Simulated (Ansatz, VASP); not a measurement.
MgO: VASP beside Ansatz

```
CELL_PARAMETERS angstrom
0.00000 2.13515 2.13515
2.16718 0.00000 2.13515
2.16718 2.13515 0.00000
ATOMIC_POSITIONS crystal
Mg 0.00000 0.00000 0.00000
O 0.50000 0.50000 0.50000
```

Change from the starting cell: strain +0.0150 x Voigt [1, 0, 0, 0, 0, 0], atoms carried along.

Alike in both runs: task single point; functional r2SCAN; k mesh 10 × 10 × 10; occupations gaussian, width 0.05 eV; no spin polarisation.

|  | VASP | Ansatz |
| --- | --- | --- |
| version | VASP 6.6.1 | Ansatz 0.2.0 |
| potentials or method | VASP PAW PBE potentials, release 64 (Mg, O), cutoff 520 eV | scalar-relativistic, plane waves, PAW |
| valence electrons in the cell | 8 | 16 |

|  | VASP | Ansatz | Ansatz less VASP |
| --- | --- | --- | --- |
| gap on the k mesh at the Fermi level (eV) | 5.03 | 5.06 | +0.025 |
| least direct gap on the mesh (eV) | 5.03 | 5.06 | +0.025 |
| pressure (GPa) | -10.1 | -9.0 | +1.10 |
| traceless stress, the component that is largest in VASP (GPa) | -1.40 | -1.42 | -0.021 |

VASP's potentials were made for PBE, not for r2SCAN. VASP's potentials hold 8 valence electrons a cell and Ansatz's 16, so a difference there can come from the potentials and not from the codes.
